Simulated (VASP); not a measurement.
# C in VASP: notebook, part 2 of 2

VASP 6.6.1. The steps go on from the part before.

## Step 3: Single point, LDA (zz strain of -1 %)

INCAR

```
PREC     = Accurate       # precision mode
ENCUT    = 520            # plane-wave cutoff, eV
EDIFF    = 1E-6           # SCF threshold, eV
ISMEAR   = -1             # smearing method
SIGMA    = 0.08           # smearing width, eV
LREAL    = False          # projectors in reciprocal space
LASPH    = True           # aspherical terms in the spheres
NELM     = 60             # most SCF steps
ALGO     = Normal         # electronic algorithm
ISIF     = 2              # what is computed and relaxed
LWAVE    = False          # write WAVECAR
LCHARG   = True           # write CHGCAR
GGA      = CA             # functional
LELF     = True           # ELF
LVHAR    = True         
NBANDS   = 11             # bands
```

KPOINTS

```
Automatic mesh
0
Gamma
  20 20 20
```

POSCAR

```
C
1.0
    0.0000000000      1.7834000000      1.7655660000
    1.7834000000      0.0000000000      1.7655660000
    1.7834000000      1.7834000000      0.0000000000
C
2
Direct
    0.5000000000      0.5000000000      0.5000000000
    0.7500000000      0.7500000000      0.7500000000
```

Potentials or basis: VASP PAW LDA potentials, release 64 (C).

The run is started by

```console
> cat potpaw_LDA.64/C/POTCAR > POTCAR
> mpirun -np 1 vasp_std > vasp.out
```

OUTCAR:

```text
PREC = Accurate
   ENCUT = 520
   EDIFF = 1E-6
   ISMEAR = -1
   LREAL = False
   LASPH = True
   NELM = 60
   ISIF = 2
   GGA = CA

 ion  position               nearest neighbor table
   1  0.500  0.500  0.500-   2 1.54   2 1.54   2 1.54   2 1.54
   2  0.750  0.750  0.750-   1 1.54   1 1.54   1 1.54   1 1.54

  LATTYP: Found a body centered tetragonal cell.
 ALAT       =     2.5221084671
 C/A-ratio  =     1.4000714267

  Lattice vectors:

 A1 = (   0.0000000000,  -1.7834000000,  -1.7655660000)
 A2 = (   0.0000000000,   1.7834000000,  -1.7655660000)
 A3 = (   1.7834000000,   0.0000000000,   1.7655660000)

Analysis of symmetry for initial positions (statically):
=====================================================================
 Subroutine PRICEL returns:
 Original cell was already a primitive cell.

 Routine SETGRP: Setting up the symmetry group for a
 body centered tetragonal supercell.

 Subroutine GETGRP returns: Found 16 space group operations
 (whereof  8 operations were pure point group operations)
 out of a pool of 16 trial point group operations.

The static configuration has the point symmetry D_2d.
 The point group associated with its full space group is D_4h.

Analysis of symmetry for dynamics (positions and initial velocities):
=====================================================================
 Subroutine PRICEL returns:
 Original cell was already a primitive cell.

 Routine SETGRP: Setting up the symmetry group for a
 body centered tetragonal supercell.

 Subroutine GETGRP returns: Found 16 space group operations
 (whereof  8 operations were pure point group operations)
 out of a pool of 16 trial point group operations.

The dynamic configuration has the point symmetry D_2d.
 The point group associated with its full space group is D_4h.

 Subroutine INISYM returns: Found 16 space group operations
 (whereof  8 operations are pure point group operations),
 and found     1 'primitive' translations
[... 114 lines left out ...]
     AMIX     =   0.40;   BMIX     =  1.00
     AMIX_MAG =   1.60;   BMIX_MAG =  1.00
  volume/ion in A,a.u.               =       5.62        37.89
  Fermi-wavevector in a.u.,A,eV,Ry     =   1.462068  2.762909 29.084409  2.137644
  Thomas-Fermi vector in A             =   2.578325
   LORBIT       =      0    0 simple, 1 ext, 2 COOP (PROOUT), +10 PAW based schemes
   GGA     = CA    functional components
   LHFCALC =     F    Hartree Fock is set to
   AEXX    =    0.0000 exact exchange contribution
   IVDW    =     0    specifies the selected vdW correction
   LEPSILON=     F    determine dielectric tensor
   LRPA    =     F    only Hartree local field effects (RPA)
 non-spin polarized calculation
  energy-cutoff  :      520.00
  volume of cell :       11.23
 maximum number of plane-waves:       316
   NGX =  9   NGY =  9   NGZ =  9

 number of electron       7.9999999 magnetization

 Free energy of the ion-electron system (eV)
  ---------------------------------------------------
  ext. energy  EPLUGINS =         0.00000000
  ---------------------------------------------------
  free energy    TOTEN  =       -20.23952145 eV

  energy without entropy =      -20.23952145  energy(sigma->0) =      -20.23952145

 E-fermi :  11.2644     XC(G=0): -13.5481

 val. band max:        9.9712816996   @ k =   0.0000   0.0000   0.0000
 cond. band min:      13.8402519061   @ k =   0.3500   0.3500   0.0000
 fundamental gap:      3.8689702066
 Fermi energy:        11.2643523512

 k-point     1 :       0.0000    0.0000    0.0000
  band No.  band energies     occupation
      1     -11.5816      2.00000
      2       9.8206      2.00000
      3       9.8206      2.00000
      4       9.9713      2.00000
      5      15.3606      0.00000
      6      15.4833      0.00000
      7      15.4833      0.00000
      8      23.6550      0.00000
      9      29.0070      0.00000
     10      36.3466      0.00000
     11      36.8613      0.00000
[... 309 lines left out ...]
 k-point    24 :      -0.3500    0.0500    0.0000
  band No.  band energies     occupation
      1      -7.8752      2.00000
      2      -0.4913      2.00000
      3       6.9312      2.00000
      4       7.4237      2.00000
      5      18.1072      0.00000
      6      18.3663      0.00000
      7      19.0739      0.00000
      8      25.0971      0.00000
      9      30.7715      0.00000
     10      32.7113      0.00000
     11      34.0806      0.00000

 [... further k-points ...]
[... 5 lines left out ...]
  --------------------------------------------------------------------------------------
  -------------------------------------------------------------------------------------
  Total       -0.7298680     -0.7298680     -0.0780182      0.0000000      0.0000000     -0.0000000
  in kB     -104.1222231   -104.1222231    -11.1299990      0.0000000      0.0000000     -0.0000000
  external PRESSURE =     -73.1248151 kB  Pullay stress =       0.0000000 kB

 VOLUME and BASIS-vectors are now :
 -----------------------------------------------------------------------------
  energy-cutoff  :      520.00
  volume of cell :       11.23
      direct lattice vectors                 reciprocal lattice vectors
     0.000000000  1.783400000  1.765566000    -0.280363351  0.280363351  0.283195304
     1.783400000  0.000000000  1.765566000     0.280363351 -0.280363351  0.283195304
     1.783400000  1.783400000  0.000000000     0.280363351  0.280363351 -0.283195304

 POSITION                                       TOTAL-FORCE (eV/Angst)
 -----------------------------------------------------------------------------------
      1.78340      1.78340      1.76557         0.000000      0.000000      0.000000
      2.67510      2.67510      2.64835        -0.000000     -0.000000      0.000000
 -----------------------------------------------------------------------------------
    total drift:                                0.000000     -0.000000      0.000000

  FREE ENERGIE OF THE ION-ELECTRON SYSTEM (eV)
  ---------------------------------------------------
  free  energy   TOTEN  =       -20.2395214487 eV

  energy  without entropy=      -20.2395214485  energy(sigma->0) =      -20.23952145
```

stdout:

```text
POSCAR found type information on POSCAR C
 POSCAR found :  1 types and       2 ions
 scaLAPACK will be used
 LDA part: xc-table for (Slater(with rela. corr.)+CA(PZ))
 , standard interpolation
 POSCAR, INCAR and KPOINTS ok, starting setup
 FFT: planning ... GRIDC
 FFT: planning ... GRID_SOFT
 FFT: planning ... GRID
 WAVECAR not read
 entering main loop
```

Wall time 24 s (1 thread of Intel Xeon 6975P-C (Granite Rapids), shared host); peak memory 0.17 GiB.

Results:

```
Free energy            : -20.2395 eV
Pressure               : -7.3 GPa
Band gap on the k mesh : 3.87 eV (least direct gap 5.39 eV)
```

Caveat: the cell differs from its parent crystal (zz strain of -1 %); the cell stands under tension.

## Step 4: Single point, LDA (equal xx and yy strain of -3 %)

INCAR

```
SYSTEM = C
  PREC = Accurate
  ENCUT = 520
  EDIFF = 1E-6
  ISMEAR = -1
  SIGMA = 0.08
  LREAL = .False.
  LASPH = .True.
  NELM = 60
  ALGO = Normal
  ISIF = 2
  LWAVE = .False.
  LCHARG = .False.
  GGA = CA
  NBANDS = 11
```

KPOINTS

```
Automatic mesh
0
Gamma
  20 20 20
  0 0 0
```

POSCAR

```
C
1.0
    0.0000000000      1.7298980000      1.7834000000
    1.7298980000      0.0000000000      1.7834000000
    1.7298980000      1.7298980000      0.0000000000
C
2
Direct
    0.5000000000      0.5000000000      0.5000000000
    0.7500000000      0.7500000000      0.7500000000
```

The run is started by

```console
> cat potpaw_LDA.64/C/POTCAR > POTCAR
> mpirun -np 1 vasp_std > vasp.out
```

Wall time 79 s (1 thread of Intel Xeon 8259CL, shared host); peak memory 0.16 GiB.

The run converged. Its results:

```
Free energy            : -20.2042 eV
Pressure               : 17.3 GPa
Band gap on the k mesh : 3.85 eV (least direct gap 5.43 eV)
```

Stress tensor (GPa, compression positive):
```
27.60  0.00  0.00
 0.00 27.60  0.00
 0.00  0.00 -3.37
```

Levels at points of the mesh, in eV from the valence-band top:
```tsv
k point	band 1	band 2	band 3	band 4	band 5	band 6	band 7	band 8
(0.00, 0.00, 0.00)	-22.31	-0.50	0.00	0.00	5.43	5.43	5.81	14.79
(0.50, 0.00, 0.00)	-16.11	-14.21	-3.41	-2.82	8.10	8.62	9.92	15.80
(0.50, 0.50, 0.00)	-13.55	-13.55	-6.51	-6.51	5.18	5.18	17.29	17.29
(0.50, 0.00, 0.50)	-13.04	-13.04	-6.98	-6.98	4.44	4.44	17.40	17.40
```

Caveat: the cell differs from its parent crystal (equal xx and yy strain of -3 %); the cell stands under pressure.

## Step 5: Single point, LDA (equal xx and yy strain of -1 %)

INCAR

```
ALGO = Normal ; EDIFF = 1E-7
ENCUT = 520 ; ISIF = 2
ISMEAR = -1 ; LASPH = True
LCHARG = True ; LELF = True
LREAL = False ; LVHAR = True
LWAVE = False ; NBANDS = 11
NELM = 100 ; PREC = Accurate
SIGMA = 0.08
```

KPOINTS

```
k-points
0
Gamma
  20 20 20
```

POSCAR

```
C
1.0
    0.0000000000      1.7655660000      1.7834000000
    1.7655660000      0.0000000000      1.7834000000
    1.7655660000      1.7655660000      0.0000000000
C
2
Direct
    0.5000000000      0.5000000000      0.5000000000
    0.7500000000      0.7500000000      0.7500000000
```

The run is started by

```console
> cat potpaw_LDA.64/C/POTCAR > POTCAR
> mpirun -np 1 vasp_std > vasp.out
```

It took 1.8 min on 1 thread of Intel Xeon 8259CL, shared host; peak memory 0.16 GiB.

Results (log left out):

```yaml
Free_energy: -20.2428 eV
Pressure: -2.8 GPa
Band_gap_on_the_k_mesh: 4.02 eV (least direct gap 5.51 eV)
```

Stress tensor (GPa, compression positive):
```
 0.39  0.00  0.00
 0.00  0.39  0.00
 0.00  0.00 -9.20
```

Levels at points of the mesh, in eV from the valence-band top:
```tsv
k point	band 1	band 2	band 3	band 4	band 5	band 6	band 7	band 8	band 9
(0.00, 0.00, 0.00)	-21.64	-0.16	0.00	0.00	5.51	5.51	5.63	13.96	19.22
(0.50, 0.00, 0.00)	-15.68	-13.63	-2.98	-2.80	8.33	8.46	9.28	15.54	21.76
(0.50, 0.50, 0.00)	-12.91	-12.91	-6.36	-6.36	4.86	4.86	16.84	16.84	23.15
(0.50, 0.00, 0.50)	-12.75	-12.75	-6.51	-6.51	4.62	4.62	16.89	16.89	23.30
```

Caveat: the cell differs from its parent crystal (equal xx and yy strain of -1 %).

## Step 6: Single point, LDA (equal xy, yz and zx shear strains of -1 %)

INCAR

```
SYSTEM = C
  ALGO = Normal
  EDIFF = 1E-6
  ENCUT = 520
  GGA = CA
  ISIF = 2
  ISMEAR = -1
  LASPH = .TRUE.
  LCHARG = .TRUE.
  LELF = .TRUE.
  LREAL = .FALSE.
  LVHAR = .TRUE.
  LWAVE = .FALSE.
  NBANDS = 11
  NELM = 100
  PREC = Accurate
  SIGMA = 0.08
```

KPOINTS

```
k-points
0
G
  20 20 20
  0 0 0
```

POSCAR

```
C
1.0
   -0.0178340000      1.7744830000      1.7744830000
    1.7744830000     -0.0178340000      1.7744830000
    1.7744830000      1.7744830000     -0.0178340000
C
2
Direct
    0.5000000000      0.5000000000      0.5000000000
    0.7500000000      0.7500000000      0.7500000000
```

Potentials or basis: VASP PAW LDA potentials, release 64 (C).

The run is started by

```console
> cat potpaw_LDA.64/C/POTCAR > POTCAR
> mpirun -np 1 vasp_std > vasp.out
```

It took 2.2 min on 1 thread of Intel Xeon 8259CL, shared host; peak memory 0.18 GiB.

Results (log left out):

```yaml
Free_energy: -20.2293 eV
Pressure: -11.5 GPa
Largest_force: 0.062 eV/Å
Band_gap_on_the_k_mesh: 4.09 eV (least direct gap 5.39 eV)
```

Forces in eV/Å, atoms in the order of the input:
```
C   -0.036 -0.036 -0.036
C    0.036  0.036  0.036
```

Stress tensor (GPa, compression positive):
```
-11.49   5.67   5.67
  5.67 -11.49   5.67
  5.67   5.67 -11.49
```

Levels at points of the mesh, in eV from the valence-band top:
```csv
k point,band 1,band 2,band 3,band 4,band 5,band 6,band 7,band 8
"(0.00, 0.00, 0.00)",-21.32,0.00,0.00,0.00,5.39,5.39,5.83,13.58
"(0.50, 0.00, 0.00)",-15.55,-13.35,-2.77,-2.72,8.25,8.51,9.20,15.42
"(0.50, 0.50, 0.00)",-12.67,-12.55,-6.39,-6.19,4.51,4.91,16.60,16.63
"(0.50, 0.50, 0.50)",-15.26,-13.37,-2.92,-2.92,8.29,8.29,8.67,15.37
```

Caveat: the cell differs from its parent crystal (equal xy, yz and zx shear strains of -1 %); the cell stands under tension.

## Step 7: Summary

```csv
cell,gap on the mesh (eV),pressure (GPa)
"a = 2.485, b = 2.485, c = 2.522 Å, angles 59.5, 59.5, 61.0°, 2 atoms",3.39,2.0
"a = 2.510, b = 2.510, c = 2.522 Å, angles 59.8, 59.8, 60.3°, 2 atoms",3.87,-7.3
"a = 2.485, b = 2.485, c = 2.446 Å, angles 60.5, 60.5, 59.0°, 2 atoms",3.85,17.3
"a = 2.510, b = 2.510, c = 2.497 Å, angles 60.2, 60.2, 59.7°, 2 atoms",4.02,-2.8
"a = 2.510 Å, angles 60.7°, 2 atoms",4.09,-11.5
```

Alike in all rows: task single point; level LDA; potentials or basis VASP PAW LDA potentials, release 64 (C); no spin polarisation; k mesh 20 × 20 × 20; cutoff (eV) 520; smearing fermi-dirac 0.08 eV.

Caveats: the cell stands under tension (at least some runs); the cell stands under pressure (at least some runs).

Total energies depend on the potentials used, so only differences within one code and one set of settings carry meaning.
